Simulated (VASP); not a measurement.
Ta:

```xyz
4
Lattice="2.2557 -3.8231 0.0000 2.2557 3.8231 0.0000 0.0000 0.0000 4.5175" Properties=species:S:1:pos:R:3 pbc="T T T"
Ta    2.2557    2.6570    0.3546
Ta    2.2557   -1.1660    1.9041
Ta    2.2557   -2.6570    4.1629
Ta    2.2557    1.1660    2.6134
```

```yaml
Program: VASP 6.6.1
Task: relaxation of cell and atoms
Functional: r2SCAN
Potentials_or_basis: VASP PAW PBE potentials, release 64 (Ta_pv)
Cutoff: 600 eV
k_mesh: 4 × 4 × 4
Occupations: gaussian, width 0.1 eV
Spin: no spin polarisation
```

At the start: pressure 20.4 GPa; volume 19.48 Å³/atom.

**Question.** How do energy, volume and symmetry change on relaxing?

**Answer.** Over 34 steps the energy falls by 1195.9 meV/atom and the volume is 18.81 Å³/atom (-3.4 %); space group Fmmm (No. 69, to 0.05 Å).

Step by step:
| step | energy change (eV) | largest force (eV/Å) | pressure (GPa) | volume (Å³) |
| --- | --- | --- | --- | --- |
| 1 | 0.0000 | 2.0644 | 20.41 | 77.92 |
| 2 | -0.0975 | 0.3516 | -16.99 | 108.76 |
| 3 | -1.1887 | 0.4875 | -4.12 | 91.74 |
| 4 | -1.1925 | 0.5170 | -3.31 | 91.06 |
| 5 | -1.2974 | 1.1202 | 3.33 | 87.60 |
| 6 | -1.3096 | 0.8042 | 1.51 | 88.43 |
| 7 | -1.4559 | 0.8656 | 0.28 | 88.86 |
| 8 | -1.9671 | 1.2168 | -3.90 | 89.34 |
| 9 | -3.3736 | 0.7983 | -9.54 | 86.82 |
| 10 | -2.9930 | 1.7336 | -9.61 | 88.20 |
| 11 | -3.3260 | 1.1274 | -10.07 | 87.25 |
| 12 | -3.3619 | 0.9845 | -9.84 | 86.98 |
| 13 | -3.3891 | 0.7822 | -9.36 | 86.58 |
| 14 | -3.3922 | 0.7014 | -9.11 | 86.43 |
| 15 | -3.4378 | 0.7330 | -8.53 | 85.94 |
| 16 | -3.5638 | 0.8610 | -6.65 | 84.51 |
| 17 | -3.7610 | 1.2394 | -2.35 | 81.67 |
| 18 | -3.8814 | 2.2896 | 9.08 | 76.13 |
| 19 | -3.9679 | 2.2905 | 9.35 | 75.70 |
| 20 | -4.1893 | 2.1579 | 10.32 | 74.40 |
| 21 | -4.2965 | 1.3793 | 14.86 | 71.66 |
| 22 | -4.5330 | 0.7244 | 6.65 | 73.91 |
| 23 | -4.6259 | 0.2099 | -1.03 | 76.37 |
| 24 | -4.6840 | 0.1915 | -1.25 | 76.33 |
| 25 | -4.7442 | 0.1677 | -1.43 | 76.23 |
| 26 | -4.7533 | 0.2554 | -1.36 | 76.18 |
| 27 | -4.7626 | 0.4363 | -1.15 | 76.05 |
| 28 | -4.7626 | 0.4263 | -1.23 | 76.10 |
| 29 | -4.7631 | 0.4329 | -1.20 | 76.08 |
| 30 | -4.7759 | 0.2996 | -0.23 | 75.55 |
| 31 | -4.7809 | 0.1296 | 0.87 | 74.99 |
| 32 | -4.7833 | 0.0263 | -0.16 | 75.32 |
| 33 | -4.7834 | 0.0165 | -0.10 | 75.30 |
| 34 | -4.7835 | 0.0117 | -0.01 | 75.26 |

Final structure:
```
Ta
1.0
     2.37945   -5.01498    0.00000
     2.37945    5.01498    0.00000
     0.00000    0.00000    3.15344
Ta
4
Cartesian
  2.3794 3.6589 3.1532
  2.3795 -1.3561 1.5769
  2.3794 -3.6589 0.0002
  2.3795 1.3561 1.5765
```

Caveat: the k points lie up to 0.50 Å⁻¹ apart in the final cell; the PAW data sets were made with another functional, which shifts forces and pressure a little.
